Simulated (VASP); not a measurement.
Wanted: the native input for a VASP 6.6.1 run.

| Quantity | Value |
| --- | --- |
| Task | single point |
| Functional | HF |
| Potentials or basis | VASP PAW PBE potentials, release 64 (Pb_d, Se) |
| Cutoff | 520 eV |
| k mesh | 4 × 4 × 4 |
| Occupations | fermi-dirac, width 0.05 eV |
| Spin | no spin polarisation |
| Dipole correction | no |
| Grid for exact exchange (PRECFOCK) | Normal |
| Further INCAR settings | ALGO = Normal; EDIFF = 1e-06; NBANDS = 17 |
| Share of exact exchange | 1 |

Crystal: PbSe.

```xyz
2
Lattice="3.9098 0.0000 0.0000 0.0000 3.9098 0.0000 0.0000 0.0000 3.9098" Properties=species:S:1:pos:R:3 pbc="T T T"
Pb    0.0000    0.0000    0.0000
Se    1.9549    1.9549    1.9549
```

These files were run (other wordings do the same):

POSCAR

```
PbSe
1.0
    3.9098469964      0.0000000000      0.0000000000
    0.0000000000      3.9098469964      0.0000000000
    0.0000000000      0.0000000000      3.9098469964
Pb Se
1 1
Direct
    0.0000000000      0.0000000000      0.0000000000
    0.5000000000      0.5000000000      0.5000000000
```

INCAR.step1

```
ALGO     = Normal         # electronic algorithm
EDIFF    = 1E-5           # SCF threshold, eV
ENCUT    = 520            # plane-wave cutoff, eV
GGA      = PE             # functional
ISIF     = 2              # what is computed and relaxed
ISMEAR   = -1             # smearing method
LASPH    = True           # aspherical terms in the spheres
LREAL    = False          # projectors in reciprocal space
LWAVE    = True           # write WAVECAR
NBANDS   = 17             # bands
NELM     = 100            # most SCF steps
PREC     = Accurate       # precision mode
SIGMA    = 0.05           # smearing width, eV
```

INCAR.step2

```
AEXX     = 1.0            # exact-exchange fraction
AGGAC    = 0.0          
ALDAC    = 0.0          
ALGO     = Normal         # electronic algorithm
EDIFF    = 1E-6           # SCF threshold, eV
ENCUT    = 520            # plane-wave cutoff, eV
GGA      = PE             # functional
ISIF     = 2              # what is computed and relaxed
ISMEAR   = -1             # smearing method
ISTART   = 1            
LASPH    = True           # aspherical terms in the spheres
LCHARG   = True           # write CHGCAR
LELF     = True           # ELF
LHFCALC  = True           # exact exchange
LREAL    = False          # projectors in reciprocal space
LVHAR    = True         
LWAVE    = False          # write WAVECAR
NBANDS   = 17             # bands
NELM     = 100            # most SCF steps
PREC     = Accurate       # precision mode
PRECFOCK = Normal       
SIGMA    = 0.05           # smearing width, eV
```

KPOINTS

```
k-points
0
Gamma
  4 4 4
```

Potentials or basis: VASP PAW PBE potentials, release 64 (Pb_d, Se).

Command:

```sh
$ cat potpaw_PBE.64/Pb_d/POTCAR potpaw_PBE.64/Se/POTCAR > POTCAR
$ cp INCAR.step1 INCAR
$ mpirun -np 1 vasp_std > vasp.out
$ cp INCAR.step2 INCAR
$ mpirun -np 1 vasp_std > vasp.out
```

It gave:

The pressure is -0.8 GPa and the band gap on the k mesh is 4.80 eV (least direct gap 5.66 eV).

Caveat: the PAW data sets were made with another functional, which shifts forces and pressure a little; spin-orbit coupling is left out, which moves the levels of the heavy elements.

Run time: 36 min on 1 thread of AMD EPYC 7R43 64-Core Processor (Zen 3), with other jobs on the host, peak memory 0.14 GiB.
